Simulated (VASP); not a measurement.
# H (Cmce) in VASP: further runs

The runs below take H through single point, with PBE.

Program: VASP 6.6.1. These are calculated values, not measurements. Logs are shortened: lines on timing, memory, paths and dates and some standing lists are left out, and cuts for length are marked.

## Step 1: The cell of the first run

The structure is orthorhombic, space group Cmce (No. 64). The conventional cell has a = 5.328 Å, b = 5.112 Å, c = 4.851 Å, α = 90.00°, β = 90.00°, γ = 90.00°. Within 1.0 Å of H (site symmetry m) lie 1 H at 0.75 Å.

## Step 2: Single point, PBE (volume changed by +5%)

File INCAR:

```
SYSTEM = H
  ALGO = Normal
  EDIFF = 1E-6
  ENCUT = 500
  GGA = PE
  GGA_COMPAT = .False.
  ISIF = 2
  ISMEAR = 0
  LASPH = .True.
  LCHARG = .False.
  LREAL = .False.
  LWAVE = .False.
  NBANDS = 10
  NELM = 120
  PREC = Accurate
  SIGMA = 0.01
```

File KPOINTS:

```
k-points
0
Gamma
  4 4 4
  0 0 0
```

File POSCAR:

```
H
1.0
    2.6641940414     -2.5561156427      0.0000000000
    2.6641940414      2.5561156427      0.0000000000
    0.0000000000      0.0000000000      4.8507489318
H
4
Direct
    0.9500153652      0.0499846348      0.0571770718
    0.4500153652      0.5499846348      0.4428229282
    0.5499846348      0.4500153652      0.5571770718
    0.0499846348      0.9500153652      0.9428229282
```

Potentials or basis: VASP PAW PBE potentials, release 64 (H).

Run with:

```sh
cat potpaw_PBE.64/H/POTCAR > POTCAR
mpirun -np 1 vasp_std > vasp.out
```

OUTCAR:

```text
SYSTEM = H
   EDIFF = 1E-6
   ENCUT = 500
   GGA = PE
   ISIF = 2
   ISMEAR = 0
   LASPH = .True.
   LREAL = .False.
   NELM = 120
   PREC = Accurate

 ion  position               nearest neighbor table
   1  0.950  0.050  0.057-   4 0.75
   2  0.450  0.550  0.443-   3 0.75
   3  0.550  0.450  0.557-   2 0.75
   4  0.050  0.950  0.943-   1 0.75

  LATTYP: Found a base centered orthorhombic cell.
 ALAT       =     5.1122312854
 B/A-ratio  =     1.0422822805
 C/A-ratio  =     0.9488516190

  Lattice vectors:

 A1 = (  -2.6641940414,  -2.5561156427,   0.0000000000)
 A2 = (   2.6641940414,  -2.5561156427,   0.0000000000)
 A3 = (   0.0000000000,   0.0000000000,   4.8507489318)

Analysis of symmetry for initial positions (statically):
=====================================================================
 Subroutine PRICEL returns:
 Original cell was already a primitive cell.

 Routine SETGRP: Setting up the symmetry group for a
 base centered orthorhombic supercell.

 Subroutine GETGRP returns: Found  8 space group operations
 (whereof  4 operations were pure point group operations)
 out of a pool of  8 trial point group operations.

The static configuration has the point symmetry C_2h.
 The point group associated with its full space group is D_2h.

Analysis of symmetry for dynamics (positions and initial velocities):
=====================================================================
 Subroutine PRICEL returns:
 Original cell was already a primitive cell.

 Routine SETGRP: Setting up the symmetry group for a
 base centered orthorhombic supercell.

 Subroutine GETGRP returns: Found  8 space group operations
 (whereof  4 operations were pure point group operations)
 out of a pool of  8 trial point group operations.

The dynamic configuration has the point symmetry C_2h.
 The point group associated with its full space group is D_2h.

 Subroutine INISYM returns: Found  8 space group operations
 (whereof  4 operations are pure point group operations),
 and found     1 'primitive' translations

----------------------------------------------------------------------------------------

                                     Primitive cell

  volume of cell :      66.0671

  direct lattice vectors                    reciprocal lattice vectors
     2.664194041 -2.556115643  0.000000000     0.187674018 -0.195609303  0.000000000
     2.664194041  2.556115643  0.000000000     0.187674018  0.195609303  0.000000000
     0.000000000  0.000000000  4.850748932     0.000000000  0.000000000  0.206153733

  length of vectors
     3.692107402  3.692107402  4.850748932     0.271080314  0.271080314  0.206153733

  position of ions in fractional coordinates (direct lattice)
     0.950015365  0.049984635  0.057177072
     0.450015365  0.549984635  0.442822928
     0.549984635  0.450015365  0.557177072
     0.049984635  0.950015365  0.942822928

  ion indices of the primitive-cell ions
   primitive index   ion index
                 1           1
                 2           2
                 3           3
                 4           4

----------------------------------------------------------------------------------------

 KPOINTS: k-points

Automatic generation of k-mesh.
 Grid dimensions read from file:
 generate k-points for:    4    4    4

 Generating k-lattice:

  Cartesian coordinates                     Fractional coordinates (reciprocal lattice)
     0.046918504 -0.048902326  0.000000000     0.250000000  0.000000000  0.000000000
     0.046918504  0.048902326  0.000000000     0.000000000  0.250000000  0.000000000
     0.000000000  0.000000000  0.051538433     0.000000000  0.000000000  0.250000000

  Length of vectors
     0.067770078  0.067770078  0.051538433

  Shift w.r.t. Gamma in fractional coordinates (k-lattice)
     0.000000000  0.000000000  0.000000000

 Subroutine IBZKPT returns following result:
 ===========================================

 Found     21 irreducible k-points:

 Following reciprocal coordinates:
            Coordinates               Weight
  0.000000  0.000000  0.000000      1.000000
  0.250000 -0.000000  0.000000      4.000000
  0.500000 -0.000000  0.000000      2.000000
  0.250000  0.250000  0.000000      2.000000
  0.500000  0.250000  0.000000      4.000000
 -0.250000  0.250000  0.000000      2.000000
[... 13 lines left out ...]
 -0.250000  0.250000  0.500000      2.000000
  0.500000  0.500000  0.500000      1.000000
   k-points           NKPTS =     21   k-points in BZ     NKDIM =     21   number of bands    NBANDS=     10
   number of dos      NEDOS =    301   number of ions     NIONS =      4
   total plane-waves  NPLWV =  28224
   dimension x,y,z NGX =    28 NGY =   28 NGZ =   36
   dimension x,y,z NGXF=    56 NGYF=   56 NGZF=   72
   ions per type =               4
   NGX,Y,Z   is equivalent  to a cutoff of  12.61, 12.61, 12.34 a.u.
   NGXF,Y,Z  is equivalent  to a cutoff of  25.22, 25.22, 24.68 a.u.
 SYSTEM =  H
   PREC   = accura    normal or accurate (medium, high low for compatibility)
   ISTART =      0    job   : 0-new  1-cont  2-samecut
   ICHARG =      2    charge: 1-file 2-atom 10-const
   ISPIN  =      1    spin polarized calculation?
   LNONCOLLINEAR =      F non collinear calculations
   LSORBIT =      F    spin-orbit coupling
   LASPH  =      T    aspherical Exc in radial PAW
   ENCUT  =  500.0 eV  36.75 Ry    6.06 a.u.   6.73  6.73  8.84*2*pi/ulx,y,z
   NELM   =    120;   NELMIN=  2; NELMDL= -5     # of ELM steps
   EDIFF  = 0.1E-05   stopping-criterion for ELM
   LREAL  =      F    real-space projection
   EDIFFG = 0.1E-04   stopping-criterion for IOM
   NSW    =      0    number of steps for IOM
   IBRION =     -1    ionic relax: 0-MD 1-quasi-New 2-CG
   NFREE  =      0    steps in history (QN), initial steepest desc. (CG)
   ISIF   =      2    stress and relaxation
   ISYM   =      2    0-nonsym 1-usesym 2-fastsym
   POTIM  = 0.5000    time-step for ionic-motion
   TEBEG  =    0.0;   TEEND  =   0.0 temperature during run
   PSTRESS=    0.0 pullay stress
   NELECT =       4.0000    total number of electrons
   NUPDOWN=      -1.0000    fix difference up-down
   EMIN   =  10.00;   EMAX   =-10.00  energy-range for DOS
   EFERMI =   0.00;   METHOD = LEGACY
   ISMEAR =     0;   SIGMA  =   0.01  broadening in eV -4-tet -1-fermi 0-gaus
   EFERMI_NEDOS =   21; number of points for ismear=-14 and -15
   IALGO  =     38    algorithm
   IMIX   =      4    mixing-type and parameters
     AMIX     =   0.40;   BMIX     =  1.00
     AMIX_MAG =   1.60;   BMIX_MAG =  1.00
  volume/ion in A,a.u.               =      16.52       111.46
  Fermi-wavevector in a.u.,A,eV,Ry     =   0.642835  1.214783  5.622435  0.413237
  Thomas-Fermi vector in A             =   1.709637
   LORBIT       =      0    0 simple, 1 ext, 2 COOP (PROOUT), +10 PAW based schemes
   GGA     = PE    functional components
   LHFCALC =     F    Hartree Fock is set to
   AEXX    =    0.0000 exact exchange contribution
   IVDW    =     0    specifies the selected vdW correction
   LEPSILON=     F    determine dielectric tensor
   LRPA    =     F    only Hartree local field effects (RPA)
 non-spin polarized calculation
 Gauss-broadening in eV      SIGMA  =   0.01
  energy-cutoff  :      500.00
  volume of cell :       66.07
 maximum number of plane-waves:      1698
 NGX is ok and might be reduce to    28
   NGX = 13   NGY = 13   NGZ = 17

 number of electron       3.9999998 magnetization

 Free energy of the ion-electron system (eV)
  ---------------------------------------------------
  ext. energy  EPLUGINS =         0.00000000
  ---------------------------------------------------
  free energy    TOTEN  =       -13.58003155 eV

  energy without entropy =      -13.58003155  energy(sigma->0) =      -13.58003155

 E-fermi :  -8.9354     XC(G=0):  -4.5543

 val. band max:       -8.9859512779   @ k =   0.0000   0.0000   0.0000
 cond. band min:       0.4639179537   @ k =   0.5000  -0.0000   0.5000
 fundamental gap:      9.4498692316
 Fermi energy:        -8.9353622360

 k-point     1 :       0.0000    0.0000    0.0000
  band No.  band energies     occupation
      1     -10.1930      2.00000
      2      -8.9860      2.00000
      3       1.4406      0.00000
      4       3.0129      0.00000
      5       4.4257      0.00000
      6       5.8672      0.00000
      7       6.8148      0.00000
      8       8.3479      0.00000
      9       9.2894      0.00000
     10       9.4992      0.00000

 k-point     2 :       0.2500   -0.0000    0.0000
  band No.  band energies     occupation
      1      -9.9308      2.00000
      2      -9.0475      2.00000
      3       1.7396      0.00000
      4       2.6569      0.00000
      5       2.7010      0.00000
      6       5.7806      0.00000
      7       7.2321      0.00000
      8       7.9955      0.00000
      9       9.2889      0.00000
     10      10.8982      0.00000

 k-point     3 :       0.5000   -0.0000    0.0000
  band No.  band energies     occupation
      1      -9.3860      2.00000
      2      -9.3860      2.00000
      3       1.5247      0.00000
      4       1.5247      0.00000
      5       4.0982      0.00000
      6       4.0982      0.00000
      7       8.2326      0.00000
      8       8.2326      0.00000
      9       9.2174      0.00000
     10       9.2174      0.00000
[... 209 lines left out ...]
 k-point    20 :      -0.2500    0.2500    0.5000
  band No.  band energies     occupation
      1      -9.3608      2.00000
      2      -9.3608      2.00000
      3       0.9982      0.00000
      4       0.9982      0.00000
      5       4.8198      0.00000
      6       4.8198      0.00000
      7       7.7791      0.00000
      8       7.7791      0.00000
      9       9.2546      0.00000
     10       9.2546      0.00000

 k-point    21 :       0.5000    0.5000    0.5000
  band No.  band energies     occupation
      1      -9.1311      2.00000
      2      -9.1311      2.00000
      3       2.1851      0.00000
      4       2.1851      0.00000
      5       3.4172      0.00000
      6       3.4172      0.00000
      7       3.9231      0.00000
      8       3.9231      0.00000
      9      11.7753      0.00000
     10      11.7753      0.00000

------------------------ aborting loop because EDIFF is reached ----------------------------------------

  FORCE on cell =-STRESS in cart. coord.  units (eV):
  Direction    XX          YY          ZZ          XY          YZ          ZX
  --------------------------------------------------------------------------------------
  -------------------------------------------------------------------------------------
  Total       -0.0779565     -0.1793063     -0.1874623      0.0000000     -0.0000000      0.0000000
  in kB       -1.8905055     -4.3483160     -4.5461052      0.0000000     -0.0000000      0.0000000
  external PRESSURE =      -3.5949756 kB  Pullay stress =       0.0000000 kB

 VOLUME and BASIS-vectors are now :
 -----------------------------------------------------------------------------
  energy-cutoff  :      500.00
  volume of cell :       66.07
      direct lattice vectors                 reciprocal lattice vectors
     2.664194041 -2.556115643  0.000000000     0.187674018 -0.195609303  0.000000000
     2.664194041  2.556115643  0.000000000     0.187674018  0.195609303  0.000000000
     0.000000000  0.000000000  4.850748932     0.000000000  0.000000000  0.206153733

 POSITION                                       TOTAL-FORCE (eV/Angst)
 -----------------------------------------------------------------------------------
      2.66419     -2.30058      0.27735         0.000000     -0.080945     -0.088055
      2.66419      0.25553      2.14802         0.000000     -0.080945      0.088055
      2.66419     -0.25553      2.70273         0.000000      0.080945     -0.088055
      2.66419      2.30058      4.57340         0.000000      0.080945      0.088055
 -----------------------------------------------------------------------------------
    total drift:                               -0.000000     -0.000000     -0.000000

  FREE ENERGIE OF THE ION-ELECTRON SYSTEM (eV)
  ---------------------------------------------------
  free  energy   TOTEN  =       -13.5800315484 eV

  energy  without entropy=      -13.5800315484  energy(sigma->0) =      -13.58003155
```

It took 16 s on 1 thread of Intel Xeon 8259CL, shared host; peak memory 0.16 GiB.

Results:

```yaml
Free_energy: -13.5800 eV
Pressure: -0.4 GPa
Largest_force: 0.120 eV/Å
Band_gap_on_the_k_mesh: 9.45 eV, indirect (least direct gap 9.81 eV)
```

Forces in eV/Å, atoms in the order of the input:
```
H    0.000 -0.081 -0.088
H    0.000 -0.081  0.088
H    0.000  0.081 -0.088
H    0.000  0.081  0.088
```

Stress tensor (GPa, compression positive):
```
-0.19  0.00  0.00
 0.00 -0.43  0.00
 0.00  0.00 -0.45
```

Caveat: the k points lie up to 0.43 Å⁻¹ apart. A k mesh can miss the band edges.

## Step 3: Single point, PBE (volume changed by +10%)

File INCAR:

```
SYSTEM = H
  PREC = Accurate
  ENCUT = 500
  EDIFF = 1E-6
  ISMEAR = 0
  SIGMA = 0.01
  LREAL = .False.
  LASPH = .True.
  NELM = 120
  ALGO = Normal
  ISIF = 2
  LWAVE = .False.
  LCHARG = .True.
  GGA = PE
  LELF = .True.
  LVHAR = .True.
  NBANDS = 10
  GGA_COMPAT = .False.
```

File KPOINTS:

```
Automatic mesh
0
Gamma
  4 4 4
  0 0 0
```

File POSCAR:

```
H
1.0
    2.7058287982     -2.5960614017      0.0000000000
    2.7058287982      2.5960614017      0.0000000000
    0.0000000000      0.0000000000      4.9265541280
H
4
Direct
    0.9500153652      0.0499846348      0.0571770718
    0.4500153652      0.5499846348      0.4428229282
    0.5499846348      0.4500153652      0.5571770718
    0.0499846348      0.9500153652      0.9428229282
```

Potentials or basis: VASP PAW PBE potentials, release 64 (H).

Run with:

```sh
cat potpaw_PBE.64/H/POTCAR > POTCAR
mpirun -np 1 vasp_std > vasp.out
```

Run time: 18 s. Hardware: 1 thread of Intel Xeon 8259CL, shared host; peak memory 0.16 GiB.

The run converged. Its results:

- Free energy: -13.5720 eV
- Pressure: -0.8 GPa
- Largest force: 0.498 eV/Å
- Band gap on the k mesh: 9.38 eV, indirect (least direct gap 9.71 eV)

Forces on the atoms (eV/Å):
```
H    0.000 -0.337 -0.366
H    0.000 -0.337  0.366
H    0.000  0.337 -0.366
H    0.000  0.337  0.366
```

Stress tensor (GPa, compression positive):
```
-0.19  0.00  0.00
 0.00 -1.05  0.00
 0.00  0.00 -1.18
```

Levels at points of the mesh, in eV from the valence-band top:
```csv
k point,band 1,band 2,band 3,band 4,band 5,band 6,band 7
"(0.00, 0.00, 0.00)",-1.12,0.00,10.31,11.78,13.15,14.64,15.55
"(0.50, 0.00, 0.00)",-0.37,-0.37,10.39,10.39,12.88,12.88,16.91
"(0.50, 0.50, 0.00)",-0.23,-0.09,9.98,10.75,12.96,14.62,14.77
"(0.00, 0.00, 0.50)",-0.59,-0.59,10.38,10.38,14.97,14.97,17.00
"(0.50, 0.00, 0.50)",-0.33,-0.33,9.38,9.38,15.08,15.08,16.05
"(0.50, 0.50, 0.50)",-0.14,-0.14,11.01,11.01,12.27,12.27,12.76
```

 A k mesh can miss the band edges.
